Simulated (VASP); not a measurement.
Runs of VASP 6.6.1 on C. The structure is that of space group P6_3/mmc (No. 194), or close to it. The cells are those of the table. 

```tsv
task	level	cell	cutoff (eV)	smearing	gap on the mesh (eV)	pressure (GPa)
single point	PBE+D3(BJ)	a = 2.503, b = 2.503, c = 4.166 Å, angles 90.0, 90.0, 120.0°, 4 atoms	600	tetrahedron	3.30	-0.8
relaxation of cell and atoms	PBE	relaxed from a = 2.511, b = 2.511, c = 4.180 Å, angles 90.0, 90.0, 120.0°, 4 atoms	600	gaussian 0.02 eV	3.34	0.1
single point	PBE+D3(BJ)	a = 2.511, b = 2.511, c = 4.180 Å, angles 90.0, 90.0, 120.0°, 4 atoms	600	tetrahedron	3.34	(a)
single point	PBE	a = 2.511, b = 2.511, c = 4.180 Å, angles 90.0, 90.0, 120.0°, 4 atoms	520	gaussian 0.02 eV	3.34	0.7
```

Alike in all rows: potentials or basis VASP PAW PBE potentials, release 64 (C); no spin polarisation; k mesh 12 × 12 × 6.

Task: Fill in the values left out.

Result: (a) -5.3.

Caveats: three body term missing (at least some runs); the relaxation stopped at its first step, so nothing moved (at least some runs); the cell stands under tension (at least some runs).

A k mesh can miss the band edges.
